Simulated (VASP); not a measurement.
# Si16O (a cell with a defect) in VASP: further runs, part 2 of 2

VASP 6.6.1. Earlier steps stand in the parts before.

### Step 3. Single point, PBEsol, collinear spin, ferromagnetic start

The input, INCAR:

```
SYSTEM = Si16O
PREC = Accurate
ENCUT = 520
EDIFF = 1E-6
ISMEAR = -1
SIGMA = 0.05
LREAL = Auto
LASPH = .True.
NELM = 150
ALGO = Normal
ISIF = 2
LWAVE = .False.
LCHARG = .False.
ISPIN = 2
MAGMOM = 0 0 0 0 0 0 0 0 0 0 0 0 0 0 0 0 1
LORBIT = 11
GGA = PS
NBANDS = 53
```

The input, KPOINTS:

```
regular mesh
0
Gamma
  2 2 2
  0 0 0
```

The input, POSCAR:

```
Si16O
1.0
    0.0000000000      5.4300000000      5.4300000000
    5.4300000000      0.0000000000      5.4300000000
    5.4300000000      5.4300000000      0.0000000000
Si O
16 1
Direct
    0.0244751381      0.0092265193     -0.0046593002
    0.0858195212      0.1502209945      0.1696316759
   -0.0429465930      0.0727255985      0.5347697974
    0.1391804788      0.1626795580      0.6198434622
   -0.0449815838      0.5540976059     -0.0015009208
    0.1723941068      0.6605156538      0.0529465930
   -0.0031307551      0.5228176796      0.4444383057
    0.0727716390      0.6937661142      0.6371362799
    0.4814825046     -0.0182965009      0.0221086556
    0.6319613260      0.0593462247      0.1720902394
    0.5151289134     -0.0600644567      0.5647237569
    0.5949263352      0.1232688766      0.6668047882
    0.5503499079      0.4234806630     -0.0090791897
    0.5906998158      0.6105340700      0.1245856354
    0.4254051565      0.4917219153      0.5268047882
    0.6335451197      0.5668784530      0.6195856354
    0.9328729282      0.7532596685      0.4782136280
```

Potentials or basis: VASP PAW PBE potentials, release 64 (Si, O).

The run is started by

```bash
cat potpaw_PBE.64/Si/POTCAR potpaw_PBE.64/O/POTCAR > POTCAR
mpirun -np 1 vasp_std > vasp.out
```

Run time: 4.5 min. Hardware: 1 thread of Intel Xeon 6975P-C (Granite Rapids), shared host; peak memory 0.7 GiB.

It converged, with:

* Free energy: -96.1093 eV
* Pressure: -0.3 GPa
* Largest force: 2.809 eV/Å
* Band gap on the k mesh: 0.25 eV
* Net moment: 0.00 μB per cell
* Valence electrons inside the program's atomic spheres: Si 1.67, 1.63, 1.72, 1.69, 1.66, 1.64, 1.65, 1.68 (each value once); O 5.07

Forces on the atoms (eV/Å):
```
Si   2.032 -0.999 -0.111
Si  -0.988 -0.918  1.377
Si  -0.665  0.372 -0.180
Si   0.269  1.325  0.274
Si  -0.494  1.588 -0.662
Si  -1.438  1.130 -2.132
Si  -0.723 -1.241  0.719
Si   0.465 -1.410  0.353
Si   1.876  0.519 -1.076
Si  -0.474  0.638  0.275
Si  -0.663 -1.452  0.279
Si  -0.210 -0.860  0.474
Si   0.863 -0.950 -0.050
Si   0.801  0.694 -0.285
Si  -0.896  0.119  1.345
Si   0.240 -0.743 -0.535
O    0.007  2.189 -0.066
```

Stress tensor (GPa, compression positive):
```
 0.18  1.09  0.97
 1.09 -1.42 -0.12
 0.97 -0.12  0.29
```

Levels at points of the mesh, in eV from the valence-band top:
Spin up:
| k point | band 32 | band 33 | band 34 | band 35 | band 36 | band 37 | band 38 | band 39 |
| --- | --- | --- | --- | --- | --- | --- | --- | --- |
| (0.00, 0.00, 0.00) | -0.90 | -0.59 | -0.38 | 0.00 | 0.25 | 0.45 | 0.60 | 0.64 |
| (0.50, 0.00, 0.00) | -1.13 | -0.88 | -0.82 | -0.57 | 0.72 | 0.86 | 1.10 | 1.20 |
| (0.00, 0.50, 0.00) | -1.27 | -0.97 | -0.71 | -0.53 | 0.59 | 1.11 | 1.25 | 1.37 |
| (0.00, 0.00, 0.50) | -1.50 | -1.07 | -0.80 | -0.37 | 0.76 | 0.77 | 1.08 | 1.41 |
| (0.50, 0.50, 0.50) | -1.17 | -0.86 | -0.58 | -0.35 | 0.48 | 0.95 | 1.02 | 1.31 |
| (0.50, 0.50, 0.00) | -1.59 | -1.29 | -1.02 | -0.89 | 0.90 | 1.26 | 1.59 | 1.76 |
| (0.00, 0.50, 0.50) | -1.29 | -1.16 | -1.04 | -0.95 | 0.88 | 1.06 | 1.42 | 1.84 |
| (0.50, 0.00, 0.50) | -1.42 | -1.22 | -1.09 | -0.54 | 0.88 | 1.24 | 1.32 | 1.77 |
Spin down:
```tsv
k point	band 31	band 32	band 33	band 34	band 35	band 36	band 37	band 38	band 39	band 40
(0.00, 0.00, 0.00)	-1.00	-0.90	-0.59	-0.38	0.00	0.25	0.45	0.60	0.64	0.89
(0.50, 0.00, 0.00)	-1.67	-1.13	-0.88	-0.82	-0.57	0.72	0.86	1.10	1.20	1.43
(0.00, 0.50, 0.00)	-1.57	-1.27	-0.97	-0.71	-0.53	0.59	1.11	1.25	1.37	1.65
(0.00, 0.00, 0.50)	-1.71	-1.50	-1.07	-0.80	-0.37	0.76	0.77	1.08	1.41	1.55
(0.50, 0.50, 0.50)	-1.37	-1.17	-0.86	-0.58	-0.35	0.48	0.95	1.02	1.31	1.42
(0.50, 0.50, 0.00)	-1.72	-1.59	-1.29	-1.02	-0.89	0.90	1.26	1.59	1.76	1.95
(0.00, 0.50, 0.50)	-1.71	-1.29	-1.16	-1.04	-0.95	0.88	1.06	1.42	1.84	1.92
(0.50, 0.00, 0.50)	-1.79	-1.42	-1.22	-1.09	-0.54	0.88	1.24	1.32	1.77	2.07
```

Caveat: the k points lie up to 0.50 Å⁻¹ apart; the atoms stand as in a frame of molecular dynamics; semilocal functionals underestimate gaps, and a narrow one can read as zero; the PAW data sets were made with another functional, which shifts forces and pressure a little.

### Step 4. Single point, PBEsol, collinear spin, ferromagnetic start

The input, INCAR:

```
PREC = Accurate ; ENCUT = 520
EDIFF = 1E-7 ; ISMEAR = -1
SIGMA = 0.05 ; LREAL = Auto
LASPH = True ; NELM = 150
ALGO = Normal ; ISIF = 2
LWAVE = False ; LCHARG = True
ISPIN = 2 ; MAGMOM = 0 0 0 0 0 0 0 0 0 0 0 0 0 0 0 0 1
LORBIT = 11 ; GGA = PS
LELF = True ; LVHAR = True
NBANDS = 53
```

The input, KPOINTS:

```
Automatic mesh
0
Gamma
  2 2 2
```

The input, POSCAR:

```
Si16O
1.0
    0.0000000000      5.4300000000      5.4300000000
    5.4300000000      0.0000000000      5.4300000000
    5.4300000000      5.4300000000      0.0000000000
Si O
16 1
Direct
    0.0071454880      0.0512338858      0.0112154696
    0.1215009208      0.1669521179      0.1490331492
   -0.0151933702      0.0707550645      0.5333701657
    0.1664364641      0.1760128913      0.6277440147
   -0.0303591160      0.5195488029      0.0026058932
    0.1453775322      0.6430939227      0.0629834254
   -0.0286832413      0.5443922652      0.4193278085
    0.0590515654      0.7227163904      0.6397145488
    0.4681123389     -0.0270073665      0.0454972376
    0.6655709024      0.0270810313      0.1705064457
    0.5439594843     -0.0704235727      0.5291344383
    0.5815469613      0.1381399632      0.6485267035
    0.5170441989      0.4096961326      0.0256445672
    0.5846224678      0.6029650092      0.1294106814
    0.4198434622      0.5137292818      0.4939502762
    0.6004880295      0.5521454880      0.6503591160
    0.9690791897      0.7214364641      0.4803499079
```

The run is started by

```bash
cat potpaw_PBE.64/Si/POTCAR potpaw_PBE.64/O/POTCAR > POTCAR
mpirun -np 1 vasp_std > vasp.out
```

Wall time 19 min (1 thread of Oxide Virtual Turin-like, shared host); peak memory 0.68 GiB.

It converged, with:

| Property | Result |
| --- | --- |
| Free energy | -95.7146 eV |
| Pressure | -0.3 GPa |
| Largest force | 2.328 eV/Å |
| Band gap on the k mesh | 0.06 eV |
| Net moment | 0.00 μB per cell |
| Valence electrons inside the program's atomic spheres | Si 1.63, 1.72, 1.67, 1.62, 1.71, 1.68, 1.65, 1.60 (each value once); O 5.16 |

Forces in eV/Å, atoms in the order of the input:
```
Si  -1.968  0.041 -0.579
Si   0.628  0.531 -1.515
Si   1.281 -1.018  0.541
Si  -0.159 -0.824 -0.337
Si   0.520 -1.534  0.174
Si   0.321  0.168  1.096
Si  -0.015  1.428 -1.838
Si  -1.962  0.572 -0.956
Si  -1.280  0.180  1.631
Si  -0.001 -1.483  0.445
Si   1.500  0.196 -0.732
Si  -0.207  1.013  0.375
Si   0.144 -0.825 -0.044
Si  -0.203  0.405  0.575
Si   0.632  1.459 -0.412
Si  -0.560 -0.339  1.077
O    1.328  0.028  0.500
```

Stress tensor (GPa, compression positive):
```
 0.66  1.67  0.87
 1.67 -1.03  0.21
 0.87  0.21 -0.50
```

Levels at points of the mesh, in eV from the valence-band top:
Spin up:
| k point | band 32 | band 33 | band 34 | band 35 | band 36 | band 37 | band 38 | band 39 |
| --- | --- | --- | --- | --- | --- | --- | --- | --- |
| (0.00, 0.00, 0.00) | -0.77 | -0.57 | -0.41 | 0.00 | 0.06 | 0.46 | 0.47 | 0.85 |
| (0.50, 0.00, 0.00) | -1.19 | -1.00 | -0.81 | -0.38 | 0.48 | 0.69 | 1.01 | 1.24 |
| (0.00, 0.50, 0.00) | -1.29 | -1.01 | -0.59 | -0.35 | 0.41 | 0.98 | 1.25 | 1.41 |
| (0.00, 0.00, 0.50) | -1.25 | -1.11 | -0.66 | -0.38 | 0.30 | 1.05 | 1.11 | 1.13 |
| (0.50, 0.50, 0.50) | -1.03 | -0.79 | -0.35 | -0.13 | 0.58 | 0.76 | 1.02 | 1.25 |
| (0.50, 0.50, 0.00) | -1.42 | -1.24 | -0.90 | -0.72 | 0.93 | 1.20 | 1.51 | 1.77 |
| (0.00, 0.50, 0.50) | -1.44 | -1.31 | -0.86 | -0.47 | 0.91 | 1.09 | 1.47 | 1.67 |
| (0.50, 0.00, 0.50) | -1.23 | -1.15 | -0.86 | -0.32 | 0.76 | 1.05 | 1.53 | 1.68 |
Spin down:
| k point | band 31 | band 32 | band 33 | band 34 | band 35 | band 36 | band 37 | band 38 | band 39 | band 40 |
| --- | --- | --- | --- | --- | --- | --- | --- | --- | --- | --- |
| (0.00, 0.00, 0.00) | -0.95 | -0.77 | -0.57 | -0.41 | 0.00 | 0.06 | 0.46 | 0.47 | 0.85 | 0.86 |
| (0.50, 0.00, 0.00) | -1.55 | -1.19 | -1.00 | -0.81 | -0.38 | 0.48 | 0.69 | 1.01 | 1.24 | 1.53 |
| (0.00, 0.50, 0.00) | -1.52 | -1.29 | -1.01 | -0.59 | -0.35 | 0.41 | 0.98 | 1.25 | 1.41 | 1.61 |
| (0.00, 0.00, 0.50) | -1.47 | -1.25 | -1.11 | -0.66 | -0.38 | 0.30 | 1.05 | 1.11 | 1.13 | 1.25 |
| (0.50, 0.50, 0.50) | -1.51 | -1.03 | -0.79 | -0.35 | -0.13 | 0.58 | 0.76 | 1.02 | 1.25 | 1.38 |
| (0.50, 0.50, 0.00) | -1.51 | -1.42 | -1.24 | -0.90 | -0.72 | 0.93 | 1.20 | 1.51 | 1.77 | 1.93 |
| (0.00, 0.50, 0.50) | -1.64 | -1.44 | -1.31 | -0.86 | -0.47 | 0.91 | 1.09 | 1.47 | 1.67 | 1.85 |
| (0.50, 0.00, 0.50) | -1.58 | -1.23 | -1.15 | -0.86 | -0.32 | 0.76 | 1.05 | 1.53 | 1.68 | 1.93 |

Caveat: the k points lie up to 0.50 Å⁻¹ apart; the atoms stand as in a frame of molecular dynamics; semilocal functionals underestimate gaps, and a narrow one can read as zero; the PAW data sets were made with another functional, which shifts forces and pressure a little.

### Step 5. Overview

```tsv
cell	gap on the mesh (eV)	pressure (GPa)	moment (μB)	largest force (eV/Å)
as given, atomic positions A	0.16	2.3	0.00	2.56
as given, atomic positions B	0.25	-0.3	0.00	2.81
as given, atomic positions C	0.06	-0.3	0.00	2.33
```

Alike in all rows: task single point; level PBEsol; potentials or basis VASP PAW PBE potentials, release 64 (Si, O); spin collinear, ferromagnetic start; k mesh 2 × 2 × 2; cutoff (eV) 520; smearing fermi-dirac 0.05 eV.

Caveats: all runs use coarse meshes; the atoms stand as in a frame of molecular dynamics; semilocal functionals underestimate gaps, and a narrow one can read as zero; the PAW data sets were made with another functional, which shifts forces and pressure a little.

Total energies depend on the potentials used, so only differences within one code and one set of settings carry meaning.
